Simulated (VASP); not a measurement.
# Si7Ge (Cmm2) in VASP: further runs

Runs on Si7Ge. Level: PBEsol. Tasks: single point.

Program: VASP 6.6.1. These are calculated values, not measurements. Logs are shortened: lines on timing, memory, paths and dates and some standing lists are left out, and cuts for length are marked.

## 1. The cell of the first run

It takes space group Cmm2 (No. 35, orthorhombic). The conventional cell has a = 7.720 Å, b = 7.720 Å, c = 13.918 Å, α = 90.00°, β = 90.00°, γ = 90.00°. Within 3.1 Å of Si (site symmetry m) lie 3 Si at 2.36 Å and 1 Ge at 2.39 Å. Si (site symmetry m) has 3 Si at 2.36 Å and 1 Ge at 2.39 Å within 3.1 Å. Si (site symmetry mm2) has 4 Si at 2.36 Å within 3.1 Å. Si (site symmetry mm2) has 2 Si at 2.36 Å within 3.1 Å. Si (site symmetry 2) has 4 Si at 2.36 Å within 3.1 Å. Si (site symmetry 2) has 4 Si at 2.36 Å within 3.1 Å. Within 3.1 Å of Si (site symmetry m) lie 2 Si at 2.36 Å. Within 3.1 Å of Si (site symmetry m) lie 3 Si at 2.36 Å and 1 Ge at 2.39 Å.

## 2. Single point, PBEsol (the distance across one plane changed)

Input file INCAR:

```
ALGO     = Normal         # electronic algorithm
EDIFF    = 1E-6           # SCF threshold, eV
ENCUT    = 520            # plane-wave cutoff, eV
GGA      = PS             # functional
ISIF     = 2              # what is computed and relaxed
ISMEAR   = 0              # smearing method
LASPH    = True           # aspherical terms in the spheres
LCHARG   = False          # write CHGCAR
LREAL    = Auto         
LWAVE    = False          # write WAVECAR
NBANDS   = 56             # bands
NELM     = 60             # most SCF steps
PREC     = Accurate       # precision mode
SIGMA    = 0.03           # smearing width, eV
```

Input file KPOINTS:

```
k-points
0
Gamma
  6 6 3
```

Input file POSCAR:

```
Si7Ge
1.0
    0.0000000000     -5.4591768537      0.0000000000
    0.0000000000      0.0000000000     -5.4591768537
   13.9183537074      0.0000000000      0.0000000000
Si Ge
14 2
Direct
    0.7474023192      0.7474023192      0.5408431529
    0.7474023192      0.7474023192      0.1486145195
    0.5000000000      0.5000000000      0.4417671098
    0.5000000000      0.5000000000      0.0495384764
    0.5000000000      1.0000000000      0.6378814265
    0.5000000000      1.0000000000      0.2456527931
    1.0000000000      0.5000000000      0.6378814265
    1.0000000000      0.5000000000      0.2456527931
    0.7474023192      0.2525976808      0.7349197000
    0.7474023192      0.2525976808      0.3426910666
    0.2525976808      0.7474023192      0.7349197000
    0.2525976808      0.7474023192      0.3426910666
    0.2525976808      0.2525976808      0.5408431529
    0.2525976808      0.2525976808      0.1486145195
    1.0000000000      1.0000000000      0.4417671098
    1.0000000000      1.0000000000      0.0495384764
```

Potentials or basis: VASP PAW PBE potentials, release 64 (Si, Ge_d).

The run is started by

```sh
cat potpaw_PBE.64/Si/POTCAR potpaw_PBE.64/Ge_d/POTCAR > POTCAR
mpirun -np 1 vasp_std > vasp.out
```

OUTCAR:

```text
EDIFF = 1E-6
   ENCUT = 520
   GGA = PS
   ISIF = 2
   ISMEAR = 0
   LASPH = True
   LREAL = Auto
   NELM = 60
   PREC = Accurate

 ion  position               nearest neighbor table
   1  0.747  0.747  0.541-   3 2.36   5 2.36   7 2.36  15 2.39
   2  0.747  0.747  0.149-   4 2.36   6 2.36   8 2.36  16 2.39
   3  0.500  0.500  0.442-   1 2.36  13 2.36  12 2.36  10 2.36
   4  0.500  0.500  0.050-   2 2.36  14 2.36
   5  0.500  0.000  0.638-   9 2.36  11 2.36   1 2.36  13 2.36
   6  0.500  0.000  0.246-  10 2.36  12 2.36   2 2.36  14 2.36
   7  0.000  0.500  0.638-   9 2.36  11 2.36   1 2.36  13 2.36
   8  0.000  0.500  0.246-  10 2.36  12 2.36   2 2.36  14 2.36
   9  0.747  0.253  0.735-   5 2.36   7 2.36
  10  0.747  0.253  0.343-   6 2.36   8 2.36   3 2.36  15 2.39
  11  0.253  0.747  0.735-   5 2.36   7 2.36
  12  0.253  0.747  0.343-   6 2.36   8 2.36   3 2.36  15 2.39
  13  0.253  0.253  0.541-   3 2.36   5 2.36   7 2.36  15 2.39
  14  0.253  0.253  0.149-   4 2.36   6 2.36   8 2.36  16 2.39
  15  0.000  0.000  0.442-   1 2.39  13 2.39  12 2.39  10 2.39
  16  0.000  0.000  0.050-   2 2.39  14 2.39

  LATTYP: Found a simple tetragonal cell.
 ALAT       =     5.4591768537
 C/A-ratio  =     2.5495333968

  Lattice vectors:

 A1 = (   0.0000000000,  -5.4591768537,   0.0000000000)
 A2 = (   0.0000000000,   0.0000000000,  -5.4591768537)
 A3 = (  13.9183537074,   0.0000000000,   0.0000000000)

Analysis of symmetry for initial positions (statically):
=====================================================================
 Subroutine PRICEL returns:
 Original cell was already a primitive cell.

 Routine SETGRP: Setting up the symmetry group for a
 simple tetragonal supercell.

 Subroutine GETGRP returns: Found  4 space group operations
 (whereof  4 operations were pure point group operations)
 out of a pool of 16 trial point group operations.

The static configuration has the point symmetry C_2v.

Analysis of symmetry for dynamics (positions and initial velocities):
=====================================================================
 Subroutine PRICEL returns:
 Original cell was already a primitive cell.

 Routine SETGRP: Setting up the symmetry group for a
 simple tetragonal supercell.

 Subroutine GETGRP returns: Found  4 space group operations
 (whereof  4 operations were pure point group operations)
 out of a pool of 16 trial point group operations.

The dynamic configuration has the point symmetry C_2v.
[... 132 lines left out ...]
   NFREE  =      0    steps in history (QN), initial steepest desc. (CG)
   ISIF   =      2    stress and relaxation
   ISYM   =      2    0-nonsym 1-usesym 2-fastsym
   POTIM  = 0.5000    time-step for ionic-motion
   TEBEG  =    0.0;   TEEND  =   0.0 temperature during run
   PSTRESS=    0.0 pullay stress
   NELECT =      84.0000    total number of electrons
   NUPDOWN=      -1.0000    fix difference up-down
   EMIN   =  10.00;   EMAX   =-10.00  energy-range for DOS
   EFERMI =   0.00;   METHOD = LEGACY
   ISMEAR =     0;   SIGMA  =   0.03  broadening in eV -4-tet -1-fermi 0-gaus
   EFERMI_NEDOS =   21; number of points for ismear=-14 and -15
   IALGO  =     38    algorithm
   IMIX   =      4    mixing-type and parameters
     AMIX     =   0.40;   BMIX     =  1.00
     AMIX_MAG =   1.60;   BMIX_MAG =  1.00
  volume/ion in A,a.u.               =      25.93       174.95
  Fermi-wavevector in a.u.,A,eV,Ry     =   0.961363  1.816712 12.574748  0.924218
  Thomas-Fermi vector in A             =   2.090728
   LORBIT       =      0    0 simple, 1 ext, 2 COOP (PROOUT), +10 PAW based schemes
   GGA     = PS    functional components
   LHFCALC =     F    Hartree Fock is set to
   AEXX    =    0.0000 exact exchange contribution
   IVDW    =     0    specifies the selected vdW correction
   LEPSILON=     F    determine dielectric tensor
   LRPA    =     F    only Hartree local field effects (RPA)
 non-spin polarized calculation
 Gauss-broadening in eV      SIGMA  =   0.03
  energy-cutoff  :      520.00
  volume of cell :      414.80
 maximum number of plane-waves:     11196
 NGX is ok and might be reduce to    42
   NGX = 21   NGY = 21   NGZ = 51

 number of electron      84.0000026 magnetization

 Free energy of the ion-electron system (eV)
  ---------------------------------------------------
  ext. energy  EPLUGINS =         0.00000000
  ---------------------------------------------------
  free energy    TOTEN  =       -82.56816632 eV

  energy without entropy =      -82.56404072  energy(sigma->0) =      -82.56610352

 E-fermi :   3.1052     XC(G=0):  -8.4542

 val. band max:        3.1014849345   @ k =   0.3333   0.3333   0.0000
 cond. band min:       3.1083687884   @ k =   0.5000   0.0000   0.3333
 fundamental gap:      0.0068838538
 Fermi energy:         3.1052109464

 k-point     1 :       0.0000    0.0000    0.0000
  band No.  band energies     occupation
      1     -20.9044      2.00000
      2     -20.8887      2.00000
      3     -20.8886      2.00000
      4     -20.8845      2.00000
      5     -20.8730      2.00000
      6     -20.8638      2.00000
[... 1357 lines left out ...]
     53       6.2329      0.00000
     54       6.7687      0.00000

 [... further k-points ...]

 [bands above 54 left out]

------------------------ aborting loop because EDIFF is reached ----------------------------------------

  FORCE on cell =-STRESS in cart. coord.  units (eV):
  Direction    XX          YY          ZZ          XY          YZ          ZX
  --------------------------------------------------------------------------------------
  -------------------------------------------------------------------------------------
  Total       -2.4948054     -4.3425452     -4.3425452      0.0000000      3.2161667      0.0000000
  in kB       -9.6361833    -16.7730769    -16.7730769      0.0000000     12.4224407      0.0000000
  external PRESSURE =     -14.3941124 kB  Pullay stress =       0.0000000 kB

 VOLUME and BASIS-vectors are now :
 -----------------------------------------------------------------------------
  energy-cutoff  :      520.00
  volume of cell :      414.80
      direct lattice vectors                 reciprocal lattice vectors
     0.000000000 -5.459176854  0.000000000     0.000000000 -0.183177799  0.000000000
     0.000000000  0.000000000 -5.459176854     0.000000000  0.000000000 -0.183177799
    13.918353707  0.000000000  0.000000000     0.071847578  0.000000000  0.000000000

 POSITION                                       TOTAL-FORCE (eV/Angst)
 -----------------------------------------------------------------------------------
      7.52765     -4.08020     -4.08020        -0.015374      0.065138      0.065138
      2.06847     -4.08020     -4.08020        -0.031099      0.163482      0.163482
      6.14867     -2.72959     -2.72959         0.045410      0.000000      0.000000
      0.68949     -2.72959     -2.72959         0.033218      0.000000      0.000000
      8.87826     -2.72959      0.00000         0.139161      0.000000      0.000000
      3.41908     -2.72959      0.00000         0.044544      0.000000      0.000000
[... 8 lines left out ...]
      6.14867      0.00000      0.00000         0.065885      0.000000      0.000000
      0.68949      0.00000      0.00000        -0.344754      0.000000      0.000000
 -----------------------------------------------------------------------------------
    total drift:                                0.002732      0.000000      0.000000

  FREE ENERGIE OF THE ION-ELECTRON SYSTEM (eV)
  ---------------------------------------------------
  free  energy   TOTEN  =       -82.5681663235 eV

  energy  without entropy=      -82.5640407231  energy(sigma->0) =      -82.56610352
```

OSZICAR:

```text
N       E                     dE             d eps       ncg     rms          rms(c)
DAV:   1     0.571855653133E+03    0.57186E+03   -0.31926E+04  3640   0.186E+03
DAV:   2     0.984620432558E+01   -0.56201E+03   -0.53074E+03  3104   0.468E+02
DAV:   3    -0.786205372461E+02   -0.88467E+02   -0.85516E+02  3472   0.132E+02
DAV:   4    -0.842407828340E+02   -0.56202E+01   -0.55570E+01  3632   0.401E+01
DAV:   5    -0.844739766321E+02   -0.23319E+00   -0.23276E+00  4184   0.750E+00    0.126E+01
DAV:   6    -0.829491612208E+02    0.15248E+01   -0.21474E+00  3608   0.502E+00    0.720E+00
DAV:   7    -0.826317088756E+02    0.31745E+00   -0.18376E+00  3760   0.400E+00    0.242E+00
DAV:   8    -0.826273504154E+02    0.43585E-02   -0.16366E+00  3760   0.294E+00    0.132E+00
DAV:   9    -0.825675938192E+02    0.59757E-01   -0.40778E-01  4168   0.152E+00    0.434E-01
DAV:  10    -0.825672295536E+02    0.36427E-03   -0.33445E-02  3448   0.649E-01    0.288E-01
DAV:  11    -0.825675185704E+02   -0.28902E-03   -0.38560E-03  3880   0.217E-01    0.203E-01
DAV:  12    -0.825678406378E+02   -0.32207E-03   -0.75114E-04  3496   0.982E-02    0.945E-02
DAV:  13    -0.825680874007E+02   -0.24676E-03   -0.35601E-04  3336   0.587E-02    0.212E-02
DAV:  14    -0.825681286268E+02   -0.41226E-04   -0.57376E-05  3528   0.263E-02    0.143E-02
DAV:  15    -0.825681606822E+02   -0.32055E-04   -0.41283E-05  3112   0.169E-02    0.427E-03
DAV:  16    -0.825681637494E+02   -0.30673E-05   -0.45291E-06  3000   0.801E-03    0.233E-03
DAV:  17    -0.825681657817E+02   -0.20323E-05   -0.22822E-06  2656   0.424E-03    0.109E-03
DAV:  18    -0.825681663235E+02   -0.54178E-06   -0.87021E-07  2536   0.270E-03
   1 F= -.82568166E+02 E0= -.82566104E+02  d E =-.412560E-02
```

Run time: 7.8 min. Hardware: 1 thread of Intel Xeon 6975P-C (Granite Rapids), shared host; peak memory 0.65 GiB.

What came out:

```
Free energy            : -82.5682 eV
Pressure               : -1.4 GPa
Largest force          : 0.345 eV/Å
Band gap on the k mesh : zero (bands 42 and 43 overlap by 0.51 eV)
```

Forces in eV/Å, atoms in the order of the input:
```
Si  -0.015  0.065  0.065
Si  -0.031  0.163  0.163
Si   0.045  0.000  0.000
Si   0.033  0.000  0.000
Si   0.139  0.000  0.000
Si   0.045  0.000  0.000
Si   0.139  0.000  0.000
Si   0.045  0.000  0.000
Si   0.044  0.083 -0.083
Si  -0.081  0.048 -0.048
Si   0.044 -0.083  0.083
Si  -0.081 -0.048  0.048
Si  -0.015 -0.065 -0.065
Si  -0.031 -0.163 -0.163
Ge   0.066  0.000  0.000
Ge  -0.345  0.000  0.000
```

Caveat: the cell differs from its parent crystal (the distance across one plane changed); semilocal functionals underestimate gaps, and a narrow one can read as zero; the PAW data sets were made with another functional, which shifts forces and pressure a little.

## 3. Single point, PBEsol (the distance across one plane changed)

Input file INCAR:

```
SYSTEM = Si7Ge
ALGO     = Normal         ! electronic algorithm
EDIFF    = 1E-6           ! SCF threshold, eV
ENCUT    = 520            ! plane-wave cutoff, eV
GGA      = PS             ! functional
ISIF     = 2              ! what is computed and relaxed
ISMEAR   = 0              ! smearing method
LASPH    = .True.         ! aspherical terms in the spheres
LCHARG   = .False.        ! write CHGCAR
LREAL    = Auto         
LWAVE    = .False.        ! write WAVECAR
NBANDS   = 56             ! bands
NELM     = 100            ! most SCF steps
PREC     = Accurate       ! precision mode
SIGMA    = 0.03           ! smearing width, eV
```

Input file KPOINTS:

```
k-points
0
Gamma
  6 6 3
  0 0 0
```

Input file POSCAR:

```
Si7Ge
1.0
    0.0000000000     -5.4591768537      0.0000000000
    0.0000000000      0.0000000000     -5.4591768537
   15.4183537074      0.0000000000      0.0000000000
Si Ge
14 2
Direct
    0.7474023192      0.7474023192      0.4882263337
    0.7474023192      0.7474023192      0.1341563106
    0.5000000000      0.5000000000      0.3987890670
    0.5000000000      0.5000000000      0.0447190439
    0.5000000000      1.0000000000      0.5758240786
    0.5000000000      1.0000000000      0.2217540555
    1.0000000000      0.5000000000      0.5758240786
    1.0000000000      0.5000000000      0.2217540555
    0.7474023192      0.2525976808      0.6634218235
    0.7474023192      0.2525976808      0.3093518004
    0.2525976808      0.7474023192      0.6634218235
    0.2525976808      0.7474023192      0.3093518004
    0.2525976808      0.2525976808      0.4882263337
    0.2525976808      0.2525976808      0.1341563106
    1.0000000000      1.0000000000      0.3987890670
    1.0000000000      1.0000000000      0.0447190439
```

Potentials or basis: VASP PAW PBE potentials, release 64 (Si, Ge_d).

The run is started by

```sh
cat potpaw_PBE.64/Si/POTCAR potpaw_PBE.64/Ge_d/POTCAR > POTCAR
mpirun -np 1 vasp_std > vasp.out
```

Run time: 9.4 min. Hardware: 1 thread of Intel Xeon 6975P-C (Granite Rapids), shared host; peak memory 0.71 GiB.

The run converged. Its results:

```
Free energy            : -82.3795 eV
Pressure               : -1.1 GPa
Largest force          : 0.209 eV/Å
Band gap on the k mesh : zero (bands 42 and 43 overlap by 0.28 eV)
```

Forces on the atoms (eV/Å):
```
Si  -0.006  0.063  0.063
Si   0.015  0.148  0.148
Si   0.051  0.000  0.000
Si   0.183  0.000  0.000
Si   0.098  0.000  0.000
Si   0.044  0.000  0.000
Si   0.098  0.000  0.000
Si   0.044  0.000  0.000
Si  -0.111  0.076 -0.076
Si  -0.094  0.046 -0.046
Si  -0.111 -0.076  0.076
Si  -0.094 -0.046  0.046
Si  -0.006 -0.063 -0.063
Si   0.015 -0.148 -0.148
Ge   0.073  0.000  0.000
Ge  -0.200  0.000  0.000
```

Stress tensor (GPa, compression positive):
```
-0.23  0.00  0.00
 0.00 -1.54  1.12
 0.00  1.12 -1.54
```

Levels at points of the mesh, in eV from the Fermi level:
| k point | band 39 | band 40 | band 41 | band 42 | band 43 | band 44 | band 45 | band 46 |
| --- | --- | --- | --- | --- | --- | --- | --- | --- |
| (0.00, 0.00, 0.00) | -0.68 | -0.44 | -0.40 | -0.36 | -0.09 | 0.33 | 0.95 | 1.07 |
| (0.50, 0.00, 0.00) | -0.27 | -0.23 | -0.22 | -0.18 | 0.46 | 0.51 | 0.92 | 0.97 |
| (0.50, 0.50, 0.00) | -0.64 | -0.53 | -0.45 | -0.30 | 0.29 | 0.29 | 2.10 | 2.29 |

Caveat: the cell differs from its parent crystal (the distance across one plane changed); the PAW data sets were made with another functional, which shifts forces and pressure a little.
